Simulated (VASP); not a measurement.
Here is a VASP 6.6.1 calculation.

INCAR

```
SYSTEM = Ga2BAs3
ALGO = Normal
EDIFF = 1E-7
EDIFFG = -0.08
ENCUT = 600
GGA = PE
IBRION = 2
ISIF = 3
ISMEAR = 0
LASPH = .TRUE.
LCHARG = .FALSE.
LREAL = .FALSE.
LWAVE = .FALSE.
NELM = 100
NSW = 36
PREC = Accurate
SIGMA = 0.2
```

File KPOINTS:

```
k-points
0
G
  3 3 3
  0 0 0
```

File POSCAR:

```
Ga2BAs3
1.0
    5.6100000000     -3.2400000000      0.0000000000
    5.6100000000      3.2400000000      0.0000000000
    0.0000000000      0.0000000000      6.1100000000
Ga B As
4 2 6
Direct
    0.5106000000      0.8300000000      0.5000000000
    0.4894000000      0.1700000000      0.0000000000
    0.1700000000      0.4894000000      0.5000000000
    0.8300000000      0.5106000000      0.0000000000
    0.1703000000      0.8297000000      0.0066000000
    0.8297000000      0.1703000000      0.5066000000
    0.1631000000      0.5277000000      0.1095000000
    0.4723000000      0.8369000000      0.1095000000
    0.8665000000      0.1335000000      0.1351000000
    0.5277000000      0.1631000000      0.6095000000
    0.8369000000      0.4723000000      0.6095000000
    0.1335000000      0.8665000000      0.6351000000
```

Potentials or basis: VASP PAW PBE potentials, release 64 (Ga_d, B, As).

Command:

```console
$ cat potpaw_PBE.64/Ga_d/POTCAR potpaw_PBE.64/B/POTCAR potpaw_PBE.64/As/POTCAR > POTCAR
$ mpirun -np 1 vasp_std > vasp.out
```

Question: What does it give for the space group after relaxing (to 0.1 Å)?

Answer: Cmc2_1 (No. 36).

Question: What does it give for the relaxed volume?

Answer: 19.92 Å³/atom.

Question: Predict the band gap on the k mesh.

Answer: 0.63 eV.

Question: Estimate the relaxed cell.

Answer: a = 6.634 Å, b = 6.634 Å, c = 6.269 Å, α = 90.00°, β = 90.00°, γ = 60.02°.

Final structure:
```yaml
crystal:
  lattice:
    - [5.74435, -3.31810, 0.00000]
    - [5.74435, 3.31810, 0.00000]
    - [0.00000, 0.00000, 6.26932]
  atoms:
    - { symbol: Ga, position: [0.49206, 0.83064, 0.49742] }
    - { symbol: Ga, position: [0.50794, 0.16936, 0.99742] }
    - { symbol: Ga, position: [0.16936, 0.50794, 0.49742] }
    - { symbol: Ga, position: [0.83064, 0.49206, 0.99742] }
    - { symbol: B, position: [0.14963, 0.85037, 0.00082] }
    - { symbol: B, position: [0.85037, 0.14963, 0.50082] }
    - { symbol: As, position: [0.16175, 0.54327, 0.10439] }
    - { symbol: As, position: [0.45673, 0.83825, 0.10439] }
    - { symbol: As, position: [0.86760, 0.13240, 0.15624] }
    - { symbol: As, position: [0.54327, 0.16175, 0.60439] }
    - { symbol: As, position: [0.83825, 0.45673, 0.60439] }
    - { symbol: As, position: [0.13240, 0.86760, 0.65624] }
```

Caveat: an odd mesh through Γ misses points on the zone boundary, where band edges can lie.
